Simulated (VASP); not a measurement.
Write the native input for VASP 6.6.1 that does the following.

```yaml
Task: single point
Functional: PBE
Potentials_or_basis: VASP PAW PBE potentials, release 64 (Rh_pv)
Cutoff: 520 eV
k_mesh: 22 × 22 × 22
Occupations: methfessel-paxton, width 0.02 eV
Spin: no spin polarisation
Dipole_correction: no
Further_INCAR_settings: ALGO = Fast; EDIFF = 1e-07; NBANDS = 14
```

The structure of Rh lies in POSCAR:

```
Rh
1.0
    0.0000000000      1.8540112500      1.9490887500
    1.8540112500      0.0000000000      1.9490887500
    1.8540112500      1.8540112500      0.0000000000
Rh
1
Direct
    0.0000000000      0.0000000000      0.0000000000
```

This cell differs from its parent crystal: strain -0.025 along x and y, +0.025 along z.

One way to write it, as run:

INCAR

```
SYSTEM = Rh
PREC = Accurate ; ENCUT = 520
EDIFF = 1E-7 ; ISMEAR = 1
SIGMA = 0.02 ; LREAL = .False.
LASPH = .True. ; NELM = 80
ALGO = Fast ; ISIF = 2
LWAVE = .False. ; LCHARG = .True.
GGA = PE ; LELF = .True.
LVHAR = .True. ; NBANDS = 14
```

KPOINTS

```
Automatic mesh
0
Gamma
  22 22 22
  0 0 0
```

Potentials or basis: VASP PAW PBE potentials, release 64 (Rh_pv).

Run with:

```sh
$ cat potpaw_PBE.64/Rh_pv/POTCAR > POTCAR
$ mpirun -np 1 vasp_std > vasp.out
```

It gave:

* Pressure: 14.1 GPa

Caveat: the cell differs from its parent crystal (strain -0.025 along x and y, +0.025 along z).

Run time: 64 s on 1 thread of Intel(R) Xeon(R) 6975P-C (Granite Rapids), with other jobs on the host, peak memory 0.24 GiB.
